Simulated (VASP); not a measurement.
## EuO: single point with LDA+U

EuO:

```
Eu O
1.0
     0.00000    2.57195    2.57195
     2.57195    0.00000    2.57195
     5.14390    5.14390    0.00000
Eu O
2 2
Direct
  0.50000 0.50000 0.25000
  0.50000 0.50000 0.75000
  0.00000 0.00000 0.00000
  0.00000 0.00000 0.50000
```

```
Program                : VASP 6.6.1
Task                   : single point
Functional             : LDA
Potentials or basis    : VASP PAW PBE potentials, release 64 (Eu, O)
Cutoff                 : 600 eV
k mesh                 : 6 × 6 × 6
Occupations            : gaussian, width 0.05 eV
Spin                   : collinear spin, ferrimagnetic start
Starting moments       : [7.43, -3.22, -0.02, -0.02] μB
Hubbard terms          : Eu f U = 8.0 eV
Dipole correction      : no
Further INCAR settings : ALGO = Normal; EDIFF = 1e-06; NBANDS = 35
```

```yaml
Pressure: -5.5 GPa
Band_gap_on_the_k_mesh: 0.98 eV
Net_moment: 0.00 μB per cell
Site_moments: Eu +6.75, -6.75; O +0.00 μB
Valence_electrons_inside_the_program's_atomic_spheres: Eu 14.91; O 4.92
```

Stress tensor (GPa, compression positive):
```
-5.55  0.09 -0.09
 0.09 -5.55 -0.09
-0.09 -0.09 -5.55
```

Levels at points of the mesh, in eV from the valence-band top:
Spin up:
```tsv
k point	band 19	band 20	band 21	band 22	band 23	band 24	band 25	band 26	band 27	band 28
(0.00, 0.00, 0.00)	-0.42	-0.30	-0.04	0.00	0.00	1.91	3.91	3.99	3.99	4.62
(0.50, 0.00, 0.00)	-0.42	-0.39	-0.35	-0.17	-0.10	0.98	4.47	5.79	6.80	6.86
(0.00, 0.00, 0.50)	-0.44	-0.30	-0.19	-0.13	-0.13	3.58	4.21	4.29	4.47	4.85
(0.50, 0.00, 0.50)	-0.44	-0.42	-0.40	-0.28	-0.17	2.58	3.25	5.52	5.89	6.97
```
Spin down:
| k point | band 19 | band 20 | band 21 | band 22 | band 23 | band 24 | band 25 | band 26 | band 27 | band 28 |
| --- | --- | --- | --- | --- | --- | --- | --- | --- | --- | --- |
| (0.00, 0.00, 0.00) | -0.42 | -0.30 | -0.04 | 0.00 | 0.00 | 1.91 | 3.91 | 3.99 | 3.99 | 4.62 |
| (0.50, 0.00, 0.00) | -0.42 | -0.39 | -0.35 | -0.17 | -0.10 | 0.98 | 4.47 | 5.79 | 6.80 | 6.86 |
| (0.00, 0.00, 0.50) | -0.44 | -0.30 | -0.19 | -0.13 | -0.13 | 3.58 | 4.21 | 4.29 | 4.47 | 4.85 |
| (0.50, 0.00, 0.50) | -0.44 | -0.42 | -0.40 | -0.28 | -0.17 | 2.58 | 3.25 | 5.52 | 5.89 | 6.97 |

Eigenvalues of the final occupation matrices:
```tsv
site	spin	trace	eigenvalues
site 1 f	1	6.84	0.97 0.98 0.98 0.98 0.98 0.98 0.98
site 1 f	2	0.02	0.00 0.00 0.00 0.00 0.00 0.00 0.00
site 2 f	1	0.02	0.00 0.00 0.00 0.00 0.00 0.00 0.00
site 2 f	2	6.84	0.97 0.98 0.98 0.98 0.98 0.98 0.98
```

Run time: 7.3 min on 1 thread of Intel(R) Xeon(R) Platinum 8375C CPU @ 2.90GHz (Ice Lake), on a shared host, peak memory 0.3 GiB.

Caveat: the cell stands under tension; the PAW data sets were made with another functional, which shifts forces and pressure a little; spin-orbit coupling is left out, which moves the levels of the heavy elements. The state reached can hang on the start; a lower one may exist.
